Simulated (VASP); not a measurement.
Runs of VASP 6.6.1 on AgSn2SeI3. The structure is that of space group P6/mmm (No. 191), or close to it. The cells are those of the table. 

| task | cell | k mesh | cutoff (eV) | gap on the mesh (eV) | pressure (GPa) | largest force (eV/Å) |
| --- | --- | --- | --- | --- | --- | --- |
| relaxation of cell and atoms | relaxed from a = 7.537, b = 7.537, c = 4.895 Å, angles 90.0, 90.0, 120.0°, 7 atoms | 2 × 2 × 3 | 600 | none | -0.1 | 0.01 |
| single point | a = 6.743, b = 6.743, c = 10.328 Å, angles 90.0, 90.0, 120.0°, 7 atoms | 3 × 3 × 2 | 520 | none | (a) | 0.02 |
| single point | a = 10.547, b = 10.547, c = 4.747 Å, angles 90.0, 90.0, 120.0°, 7 atoms | 2 × 2 × 2 | 520 | none | (b) | - |
| single point | a = 7.132, b = 7.132, c = 10.275 Å, angles 90.0, 90.0, 120.0°, 7 atoms | 3 × 3 × 2 | 520 | none | 0.3 | 0.03 |
| single point | a = 10.519, b = 10.519, c = 4.746 Å, angles 90.0, 90.0, 120.0°, 7 atoms | 2 × 2 × 2 | 520 | none | -0.1 | - |

Alike in all rows: level PBE; potentials or basis VASP PAW PBE potentials, release 64 (Ag, Sn_d, Se, I); no spin polarisation; smearing gaussian 0.15 eV.

Question: Estimate the missing entries.

Answer: (a) 0.5; (b) -0.2.

Caveats: some runs use coarse meshes; spin-orbit coupling is left out, which moves the levels of the heavy elements; the relaxation stopped at a loose force limit of 0.08 eV/Å, so its end isn't a converged minimum (some runs).

A k mesh can miss the band edges, and the runs leave out spin-orbit coupling on Ag, I, Se, Sn.

A gap of «none» marks levels without a gap at the run's occupations.
